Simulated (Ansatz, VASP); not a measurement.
# One calculation of Al3Rh2, two programs

File INCAR:

```
PREC = Accurate
ENCUT = 520
EDIFF = 1E-6
ISMEAR = 0
SIGMA = 0.1
LREAL = False
LASPH = True
NELM = 100
ALGO = Normal
ISIF = 2
LWAVE = False
LCHARG = False
GGA = PE
NBANDS = 28
```

The input KPOINTS:

```
Automatic mesh
0
Gamma
  6 6 4
```

The input POSCAR:

```
Al3Rh2
1.0
    3.8755240900      0.0000000000      0.0000000000
   -1.9377620500      3.3563023200      0.0000000000
    0.0000000000      0.0000000000      5.7438721800
Al Rh
3 2
Direct
    0.0000000000      0.0000000000      0.1800392500
    0.0000000000      0.0000000000      0.8199607500
    0.0000000000      0.0000000000      0.5000000000
    0.3333333300      0.6666666700      0.0000000000
    0.6666666700      0.3333333300      0.0000000000
```

Input for Ansatz:

```yaml
crystal:
  lattice:
    - [3.87552409, 0.0, 0.0]
    - [-1.93776205, 3.35630232, 0.0]
    - [0.0, 0.0, 5.74387218]
  atoms:
    - { symbol: Al, position: [0.0, 0.0, 0.18003925] }
    - { symbol: Al, position: [0.0, 0.0, 0.81996075] }
    - { symbol: Al, position: [0.0, 0.0, 0.5] }
    - { symbol: Rh, position: [0.33333333, 0.66666667, 0.0] }
    - { symbol: Rh, position: [0.66666667, 0.33333333, 0.0] }
basis:
  ecutwfc: 420
kpoints:
  mp_grid: { grid: [6, 6, 4] }
hamiltonian:
  xc: pbe
scf:
  occupations: { method: gaussian, width: 0.1 }
  lower_state_search: "off"
output:
  forces: true
  stress: true
  eigenvalues: true
```

Alike in both runs: task single point; functional PBE; k mesh 6 × 6 × 4; occupations gaussian, width 0.1 eV; no spin polarisation.

```csv
,VASP,Ansatz
version,VASP 6.6.1,Ansatz 0.2.0
potentials or method,"VASP PAW PBE potentials, release 64 (Al, Rh_pv), cutoff 520 eV","scalar-relativistic, plane waves, PAW"
valence electrons in the cell,39,43
```

```tsv
	VASP	Ansatz	Ansatz less VASP
gap on the k mesh at the Fermi level (eV)	none	none	-
rms of the force components (eV/Å)	2.031	2.036	+0.0044
```

Atom by atom the forces differ by 0.004 eV/Å (rms over components). A gap of «none» marks a metal or a gap that the smearing closes. VASP's potentials hold 39 valence electrons a cell and Ansatz's 43, so a difference there can come from the potentials and not from the codes.
